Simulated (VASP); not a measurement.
# Al2Ru (Fddd) in VASP: a series of runs

The runs below take Al2Ru through single point, relaxation of cell and atoms, with LDA.

Program: VASP 6.6.1. These are calculated values, not measurements. Logs are shortened: lines on timing, memory, paths and dates and some standing lists are left out, and cuts for length are marked.

## 1. The cell of the first run

Symmetry: Fddd, No. 70, orthorhombic system. Conventional cell: a = 4.618 Å, b = 7.825 Å, c = 8.629 Å, α = 90.00°, β = 90.00°, γ = 90.00°. Al (site symmetry 2) has 5 Ru at 2.52 to 2.67 Å and 9 Al at 2.55 to 3.13 Å within 3.3 Å. Within 3.3 Å of Ru (site symmetry 222) lie 10 Al at 2.52 to 2.67 Å and 4 Ru at 3.13 Å.

## 2. Single point, LDA

File INCAR:

```
  PREC = Accurate
  ENCUT = 520
  EDIFF = 1E-7
  ISMEAR = 0
  SIGMA = 0.01
  LREAL = False
  LASPH = True
  NELM = 60
  ALGO = Normal
  ISIF = 2
  LWAVE = False
  LCHARG = False
  NBANDS = 29
```

File KPOINTS:

```
Automatic mesh
0
Gamma
  10 10 10
```

File POSCAR:

```
Al2Ru
1.0
    0.0000000000      3.9126822075      4.3143246796
    2.3090723019      0.0000000000      4.3143246796
    2.3090723019      3.9126822075      0.0000000000
Al Ru
4 2
Direct
    0.0793262654      0.4206737346      0.0793262654
    0.4206737346      0.0793262654      0.4206737346
    0.1706737346      0.8293262654      0.1706737346
    0.8293262654      0.1706737346      0.8293262654
    0.7500000000      0.7500000000      0.7500000000
    0.5000000000      0.5000000000      0.5000000000
```

Potentials or basis: VASP PAW LDA potentials, release 64 (Al, Ru_pv).

The run is started by

```
> cat potpaw_LDA.64/Al/POTCAR potpaw_LDA.64/Ru_pv/POTCAR > POTCAR
> mpirun -np 1 vasp_std > vasp.out
```

OUTCAR:

```text
PREC = Accurate
   ENCUT = 520
   EDIFF = 1E-7
   ISMEAR = 0
   LREAL = False
   LASPH = True
   NELM = 60
   ISIF = 2

 ion  position               nearest neighbor table
   1  0.079  0.421  0.079-   6 2.52   6 2.52   3 2.55   3 2.55   5 2.58   2 2.62   2 2.62   5 2.67
                             5 2.67   2 2.67   4 3.13   4 3.13   4 3.13   4 3.13
   2  0.421  0.079  0.421-   6 2.52   6 2.52   4 2.55   4 2.55   5 2.58   1 2.62   1 2.62   5 2.67
                             5 2.67   1 2.67   3 3.13   3 3.13   3 3.13   3 3.13
   3  0.171  0.829  0.171-   5 2.52   5 2.52   1 2.55   1 2.55   6 2.58   4 2.62   4 2.62   6 2.67
                             6 2.67   4 2.67   2 3.13   2 3.13   2 3.13   2 3.13
   4  0.829  0.171  0.829-   5 2.52   5 2.52   2 2.55   2 2.55   6 2.58   3 2.62   3 2.62   6 2.67
                             6 2.67   3 2.67   1 3.13   1 3.13   1 3.13   1 3.13
   5  0.750  0.750  0.750-   4 2.52   3 2.52   4 2.52   3 2.52   1 2.58   2 2.58   2 2.67   2 2.67
                             1 2.67   1 2.67   6 3.13   6 3.13   6 3.13   6 3.13
   6  0.500  0.500  0.500-   1 2.52   2 2.52   1 2.52   2 2.52   3 2.58   4 2.58   3 2.67   3 2.67
                             4 2.67   4 2.67   5 3.13   5 3.13   5 3.13   5 3.13

  LATTYP: Found a face centered orthorhombic cell.
 ALAT       =     4.6181446038
 B/A-ratio  =     1.6944823271
 C/A-ratio  =     1.8684233820

  Lattice vectors:

 A1 = (   0.0000000000,   3.9126822075,   4.3143246796)
 A2 = (   2.3090723019,   0.0000000000,   4.3143246796)
 A3 = (   2.3090723019,   3.9126822075,   0.0000000000)

Analysis of symmetry for initial positions (statically):
=====================================================================
 Subroutine PRICEL returns:
 Original cell was already a primitive cell.

 Routine SETGRP: Setting up the symmetry group for a
 face centered orthorhombic supercell.

 Subroutine GETGRP returns: Found  8 space group operations
 (whereof  4 operations were pure point group operations)
 out of a pool of  8 trial point group operations.

The static configuration has the point symmetry D_2 .
 The point group associated with its full space group is D_2h.

Analysis of symmetry for dynamics (positions and initial velocities):
=====================================================================
 Subroutine PRICEL returns:
 Original cell was already a primitive cell.

 Routine SETGRP: Setting up the symmetry group for a
 face centered orthorhombic supercell.

 Subroutine GETGRP returns: Found  8 space group operations
 (whereof  4 operations were pure point group operations)
 out of a pool of  8 trial point group operations.

The dynamic configuration has the point symmetry D_2 .
 The point group associated with its full space group is D_2h.

 Subroutine INISYM returns: Found  8 space group operations
 (whereof  4 operations are pure point group operations),
 and found     1 'primitive' translations

----------------------------------------------------------------------------------------

                                     Primitive cell

  volume of cell :      77.9570

  direct lattice vectors                    reciprocal lattice vectors
     0.000000000  3.912682208  4.314324680    -0.216537178  0.127789576  0.115892993
     2.309072302  0.000000000  4.314324680     0.216537178 -0.127789576  0.115892993
     2.309072302  3.912682208  0.000000000     0.216537178  0.127789576 -0.115892993

  length of vectors
     5.824300773  4.893384548  4.543225391     0.276856842  0.276856842  0.276856842

  position of ions in fractional coordinates (direct lattice)
     0.079326265  0.420673735  0.079326265
     0.420673735  0.079326265  0.420673735
     0.170673735  0.829326265  0.170673735
     0.829326265  0.170673735  0.829326265
     0.750000000  0.750000000  0.750000000
     0.500000000  0.500000000  0.500000000

  ion indices of the primitive-cell ions
   primitive index   ion index
                 1           1
                 2           2
                 3           3
                 4           4
                 5           5
                 6           6

----------------------------------------------------------------------------------------

 KPOINTS: Automatic mesh

Automatic generation of k-mesh.
 Grid dimensions read from file:
 generate k-points for:   10   10   10

 Generating k-lattice:

  Cartesian coordinates                     Fractional coordinates (reciprocal lattice)
    -0.021653718  0.012778958  0.011589299     0.100000000 -0.000000000 -0.000000000
     0.021653718 -0.012778958  0.011589299    -0.000000000  0.100000000  0.000000000
     0.021653718  0.012778958 -0.011589299     0.000000000  0.000000000  0.100000000

  Length of vectors
     0.027685684  0.027685684  0.027685684

  Shift w.r.t. Gamma in fractional coordinates (k-lattice)
     0.000000000  0.000000000  0.000000000

 Subroutine IBZKPT returns following result:
[... 40 lines left out ...]
   ISIF   =      2    stress and relaxation
   ISYM   =      2    0-nonsym 1-usesym 2-fastsym
   POTIM  = 0.5000    time-step for ionic-motion
   TEBEG  =    0.0;   TEEND  =   0.0 temperature during run
   PSTRESS=    0.0 pullay stress
   NELECT =      40.0000    total number of electrons
   NUPDOWN=      -1.0000    fix difference up-down
   EMIN   =  10.00;   EMAX   =-10.00  energy-range for DOS
   EFERMI =   0.00;   METHOD = LEGACY
   ISMEAR =     0;   SIGMA  =   0.01  broadening in eV -4-tet -1-fermi 0-gaus
   EFERMI_NEDOS =   21; number of points for ismear=-14 and -15
   IALGO  =     38    algorithm
   IMIX   =      4    mixing-type and parameters
     AMIX     =   0.40;   BMIX     =  1.00
     AMIX_MAG =   1.60;   BMIX_MAG =  1.00
  volume/ion in A,a.u.               =      12.99        87.68
  Fermi-wavevector in a.u.,A,eV,Ry     =   1.310619  2.476711 23.371035  1.717723
  Thomas-Fermi vector in A             =   2.441137
   LORBIT       =      0    0 simple, 1 ext, 2 COOP (PROOUT), +10 PAW based schemes
   GGA     = CA    functional components
   LHFCALC =     F    Hartree Fock is set to
   AEXX    =    0.0000 exact exchange contribution
   IVDW    =     0    specifies the selected vdW correction
   LEPSILON=     F    determine dielectric tensor
   LRPA    =     F    only Hartree local field effects (RPA)
 non-spin polarized calculation
 Gauss-broadening in eV      SIGMA  =   0.01
  energy-cutoff  :      520.00
  volume of cell :       77.96
 maximum number of plane-waves:      2134
 NGX is ok and might be reduce to    48
   NGX = 21   NGY = 19   NGZ = 17

 number of electron      40.0000001 magnetization

 Free energy of the ion-electron system (eV)
  ---------------------------------------------------
  ext. energy  EPLUGINS =         0.00000000
  ---------------------------------------------------
  free energy    TOTEN  =       -42.35099248 eV

  energy without entropy =      -42.35099248  energy(sigma->0) =      -42.35099248

 E-fermi :  11.3365     XC(G=0): -12.3729

 val. band max:       11.2897121516   @ k =   0.0000   0.0000   0.0000
 cond. band min:      11.3774256054   @ k =   0.0000   0.3000   0.3000
 fundamental gap:      0.0877134538
 Fermi energy:        11.3365259351

 k-point     1 :       0.0000    0.0000    0.0000
  band No.  band energies     occupation
      1     -31.3449      2.00000
      2     -31.2548      2.00000
      3     -31.2364      2.00000
      4     -31.1977      2.00000
      5     -31.1836      2.00000
      6     -31.1699      2.00000
[... 21 lines left out ...]
     28      15.4759      0.00000
     29      16.3139      0.00000

 k-point     2 :       0.1000   -0.0000   -0.0000
  band No.  band energies     occupation
      1     -31.3437      2.00000
      2     -31.2580      2.00000
      3     -31.2349      2.00000
      4     -31.1975      2.00000
      5     -31.1836      2.00000
      6     -31.1701      2.00000
[... 21 lines left out ...]
     28      16.0808      0.00000
     29      16.5812      0.00000

 k-point     3 :       0.2000   -0.0000   -0.0000
  band No.  band energies     occupation
      1     -31.3404      2.00000
      2     -31.2650      2.00000
      3     -31.2332      2.00000
      4     -31.1967      2.00000
      5     -31.1837      2.00000
      6     -31.1706      2.00000
[... 638 lines left out ...]
      5     -31.1759      2.00000
      6     -31.1647      2.00000
[... 21 lines left out ...]
     28      16.3061      0.00000
     29      17.0283      0.00000

 k-point    24 :       0.4000    0.3000    0.0000
  band No.  band energies     occupation
      1     -31.3174      2.00000
      2     -31.2710      2.00000
      3     -31.2429      2.00000
      4     -31.2205      2.00000
      5     -31.1740      2.00000
      6     -31.1653      2.00000
[... 21 lines left out ...]
     28      16.4530      0.00000
     29      17.4284      0.00000

 [... further k-points ...]
[... 5 lines left out ...]
  --------------------------------------------------------------------------------------
  -------------------------------------------------------------------------------------
  Total        3.1746702      3.1427902      3.1955372      0.0000000      0.0000000      0.0000000
  in kB       65.2460572     64.5908557     65.6749167      0.0000000      0.0000000      0.0000000
  external PRESSURE =      65.1706099 kB  Pullay stress =       0.0000000 kB

 VOLUME and BASIS-vectors are now :
 -----------------------------------------------------------------------------
  energy-cutoff  :      520.00
  volume of cell :       77.96
      direct lattice vectors                 reciprocal lattice vectors
     0.000000000  3.912682208  4.314324680    -0.216537178  0.127789576  0.115892993
     2.309072302  0.000000000  4.314324680     0.216537178 -0.127789576  0.115892993
     2.309072302  3.912682208  0.000000000     0.216537178  0.127789576 -0.115892993

 POSITION                                       TOTAL-FORCE (eV/Angst)
 -----------------------------------------------------------------------------------
      1.15454      0.62076      2.15716         0.000000      0.007100      0.000000
      1.15454      3.29193      2.15716         0.000000     -0.007100      0.000000
      2.30907      1.33558      4.31432         0.000000     -0.007100     -0.000000
      2.30907      6.48978      4.31432         0.000000      0.007100     -0.000000
      3.46361      5.86902      6.47149         0.000000     -0.000000      0.000000
      2.30907      3.91268      4.31432        -0.000000      0.000000      0.000000
 -----------------------------------------------------------------------------------
    total drift:                               -0.000000     -0.000000     -0.000000

  FREE ENERGIE OF THE ION-ELECTRON SYSTEM (eV)
  ---------------------------------------------------
  free  energy   TOTEN  =       -42.3509924797 eV

  energy  without entropy=      -42.3509924797  energy(sigma->0) =      -42.35099248
```

Run time: 5.2 min. Hardware: 1 thread of Intel Xeon 6975P-C (Granite Rapids), shared host; peak memory 0.42 GiB.

What came out:

| Quantity | Value |
| --- | --- |
| Free energy | -42.3510 eV |
| Pressure | 6.5 GPa |
| Largest force | 0.007 eV/Å |

Forces on the atoms (eV/Å):
```
Al   0.000  0.007  0.000
Al   0.000 -0.007  0.000
Al   0.000 -0.007  0.000
Al   0.000  0.007  0.000
Ru   0.000  0.000  0.000
Ru   0.000  0.000  0.000
```

Stress tensor (GPa, compression positive):
```
6.52 0.00 0.00
0.00 6.46 0.00
0.00 0.00 6.57
```

Levels at points of the mesh, in eV from the Fermi level:
| k point | band 18 | band 19 | band 20 | band 21 | band 22 | band 23 |
| --- | --- | --- | --- | --- | --- | --- |
| (0.00, 0.00, 0.00) | -1.39 | -1.27 | -0.05 | 1.73 | 2.33 | 2.43 |
| (0.50, 0.00, 0.00) | -2.29 | -1.27 | -0.99 | 0.32 | 0.70 | 1.95 |
| (0.50, 0.50, 0.00) | -1.77 | -1.42 | -1.42 | 2.33 | 2.33 | 2.59 |
| (0.50, 0.00, 0.50) | -2.46 | -1.61 | -1.61 | 1.82 | 1.82 | 2.52 |
| (0.00, 0.50, 0.50) | -2.76 | -1.41 | -1.41 | 0.33 | 0.33 | 4.72 |

Caveat: the cell stands under pressure.

## 3. Single point, LDA (13.12 Å³/atom)

This run uses another cell than the first one, of 13.12 Å³/atom.

File INCAR:

```
PREC = Accurate ; ENCUT = 520
EDIFF = 1E-6 ; ISMEAR = 0
SIGMA = 0.01 ; LREAL = False
LASPH = True ; NELM = 100
ALGO = Normal ; ISIF = 2
LWAVE = False ; LCHARG = False
NBANDS = 29
```

KPOINTS is that of step 2.

File POSCAR:

```
Al2Ru
1.0
    0.0000000000      3.9272599882      4.3262884316
    2.3165216127      0.0000000000      4.3262884316
    2.3165216127      3.9272599882      0.0000000000
Al Ru
4 2
Direct
    0.0791813146      0.4208186854      0.0791813146
    0.4208186854      0.0791813146      0.4208186854
    0.1708186854      0.8291813146      0.1708186854
    0.8291813146      0.1708186854      0.8291813146
    0.7500000000      0.7500000000      0.7500000000
    0.5000000000      0.5000000000      0.5000000000
```

Potentials or basis: VASP PAW LDA potentials, release 64 (Al, Ru_pv).

The run is started by

```
> cat potpaw_LDA.64/Al/POTCAR potpaw_LDA.64/Ru_pv/POTCAR > POTCAR
> mpirun -np 1 vasp_std > vasp.out
```

Run time: 5.2 min. Hardware: 1 thread of Intel Xeon 6975P-C (Granite Rapids), shared host; peak memory 0.43 GiB.

The run converged. Its results:

```
Free energy   : -42.3772 eV
Pressure      : 4.5 GPa
Largest force : 0.007 eV/Å
```

Forces in eV/Å, atoms in the order of the input:
```
Al   0.000  0.007  0.000
Al   0.000 -0.007  0.000
Al   0.000 -0.007  0.000
Al   0.000  0.007  0.000
Ru   0.000  0.000  0.000
Ru   0.000  0.000  0.000
```

Stress tensor (GPa, compression positive):
```
4.47 0.00 0.00
0.00 4.41 0.00
0.00 0.00 4.51
```

Levels at points of the mesh, in eV from the Fermi level:
```
           k point  band 16  band 17  band 18  band 19  band 20  band 21  band 22  band 23  band 24  band 25
(0.00, 0.00, 0.00)    -3.11    -2.15    -1.36    -1.27    -0.04     1.72     2.33     2.42     2.69     2.86
(0.50, 0.00, 0.00)    -2.74    -2.37    -2.26    -1.25    -0.97     0.32     0.70     1.92     3.32     4.28
(0.50, 0.50, 0.00)    -2.48    -1.74    -1.74    -1.41    -1.41     2.32     2.32     2.56     2.56     3.70
(0.50, 0.00, 0.50)    -2.98    -2.43    -2.43    -1.58    -1.58     1.81     1.81     2.50     2.50     3.37
(0.00, 0.50, 0.50)    -3.06    -2.72    -2.72    -1.38    -1.38     0.33     0.33     4.71     4.71     4.97
```

Caveat: the cell stands under pressure.

## 4. Relaxation of cell and atoms, LDA, target pressure 6 GPa, at which the enthalpy is minimised

This run uses another cell than the first one, of 13.25 Å³/atom.

File INCAR:

```
SYSTEM = Al2Ru
ALGO = Normal ; EDIFF = 1E-6
EDIFFG = -0.001 ; ENCUT = 600
IBRION = 2 ; ISIF = 3
ISMEAR = 0 ; LASPH = .True.
LCHARG = .False. ; LREAL = .False.
LWAVE = .False. ; NELM = 60
NSW = 80 ; PREC = Accurate
PSTRESS = 60.0 ; SIGMA = 0.01
```

File KPOINTS:

```
k-points
0
Gamma
  10 10 10
  0 0 0
```

File POSCAR:

```
Al2Ru
1.0
    0.0000000000      3.9421347757      4.3382165758
    2.3241985366      0.0000000000      4.3382165758
    2.3241985366      3.9421347757      0.0000000000
Al Ru
4 2
Direct
    0.0790244054      0.4209755946      0.0790244054
    0.4209755946      0.0790244054      0.4209755946
    0.1709755946      0.8290244054      0.1709755946
    0.8290244054      0.1709755946      0.8290244054
    0.7500000000      0.7500000000      0.7500000000
    0.5000000000      0.5000000000      0.5000000000
```

The run is started by

```
> cat potpaw_LDA.64/Al/POTCAR potpaw_LDA.64/Ru_pv/POTCAR > POTCAR
> mpirun -np 1 vasp_std > vasp.out
```

Run time: 66 min. Hardware: 1 thread of Oxide Virtual Turin-like, shared host; peak memory 0.45 GiB.

The run converged. Its results:

```yaml
Free_energy: -42.3586 eV
Relaxed_volume: 13.02 Å³/atom
Relaxed_cell: a = 5.829 Å, b = 4.897 Å, c = 4.546 Å, α = 76.12°, β = 54.65°, γ = 49.22°
Space_group_after_relaxing_to_0.1_Å: Fddd (No. 70)
Energy_change_on_relaxing_the_run_minimises_the_enthalpy: +5.9 meV/atom
Ionic_steps: 14
Pressure_after_relaxing: 6.0 GPa
```

Step by step:
| step | energy change (eV) | largest force (eV/Å) | pressure (GPa) | volume (Å³) |
| --- | --- | --- | --- | --- |
| 1 | 0.0000 | 0.0076 | 2.44 | 79.50 |
| 2 | 0.1458 | 0.0698 | 11.95 | 76.16 |
| 3 | 0.0350 | 0.0313 | 5.94 | 78.16 |
| 4 | 0.0360 | 0.0319 | 6.03 | 78.13 |
| 5 | 0.0364 | 0.0142 | 6.07 | 78.11 |
| 6 | 0.0364 | 0.0125 | 6.07 | 78.11 |
| 7 | 0.0344 | 0.0037 | 5.87 | 78.17 |
| 8 | 0.0349 | 0.0057 | 5.93 | 78.15 |
| 9 | 0.0357 | 0.0011 | 6.01 | 78.13 |
| 10 | 0.0355 | 0.0004 | 6.00 | 78.13 |
| 11 | 0.0355 | 0.0005 | 5.99 | 78.14 |
| 12 | 0.0359 | 0.0010 | 6.01 | 78.13 |
| 13 | 0.0357 | 0.0008 | 6.01 | 78.13 |
| 14 | 0.0356 | 0.0007 | 6.00 | 78.13 |

Final structure:
```yaml
crystal:
  lattice:
    - [0.00000, 3.91544, 4.31783]
    - [2.31075, 0.00000, 4.31783]
    - [2.31075, 3.91544, 0.00000]
  atoms:
    - { symbol: Al, position: [0.07935, 0.42065, 0.07935] }
    - { symbol: Al, position: [0.42064, 0.07936, 0.42065] }
    - { symbol: Al, position: [0.17064, 0.82935, 0.17064] }
    - { symbol: Al, position: [0.82935, 0.17064, 0.82935] }
    - { symbol: Ru, position: [0.75000, 0.75000, 0.75000] }
    - { symbol: Ru, position: [0.50000, 0.50000, 0.50000] }
```

Levels at points of the mesh, in eV from the Fermi level:
| k point | band 17 | band 18 | band 19 | band 20 | band 21 | band 22 | band 23 | band 24 |
| --- | --- | --- | --- | --- | --- | --- | --- | --- |
| (0.00, 0.00, 0.00) | -2.17 | -1.38 | -1.26 | -0.04 | 1.73 | 2.33 | 2.44 | 2.72 |
| (0.50, 0.00, 0.00) | -2.40 | -2.27 | -1.26 | -0.98 | 0.32 | 0.70 | 1.95 | 3.33 |
| (0.50, 0.50, 0.00) | -1.76 | -1.76 | -1.41 | -1.41 | 2.33 | 2.33 | 2.59 | 2.59 |
| (0.50, 0.00, 0.50) | -2.44 | -2.44 | -1.60 | -1.60 | 1.82 | 1.82 | 2.52 | 2.52 |
| (0.00, 0.50, 0.50) | -2.74 | -2.74 | -1.40 | -1.40 | 0.33 | 0.33 | 4.72 | 4.72 |

Caveat: the cell is relaxed towards a set pressure, so the run minimises the enthalpy, not the energy.

## 5. Overview

| task | cell | cutoff (eV) | pressure (GPa) | largest force (eV/Å) |
| --- | --- | --- | --- | --- |
| single point | a = 5.824, b = 4.893, c = 4.543 Å, angles 76.1, 54.7, 49.2°, 6 atoms, atomic positions A | 520 | 6.5 | 0.01 |
| single point | a = 5.843, b = 4.907, c = 4.560 Å, angles 76.1, 54.6, 49.3°, 6 atoms, atomic positions B | 520 | 4.5 | 0.01 |
| relaxation of cell and atoms | relaxed to 6 GPa from a = 5.862, b = 4.922, c = 4.576 Å, angles 76.1, 54.6, 49.3°, 6 atoms, atomic positions C | 600 | 6.0 | - |

Alike in all rows: level LDA; potentials or basis VASP PAW LDA potentials, release 64 (Al, Ru_pv); no spin polarisation; k mesh 10 × 10 × 10; smearing gaussian 0.01 eV.

Caveats: the cell stands under pressure (at least some runs); the cell is relaxed towards a set pressure, so the run minimises the enthalpy, not the energy (at least some runs).

Total energies depend on the potentials used, so only differences within one code and one set of settings carry meaning.
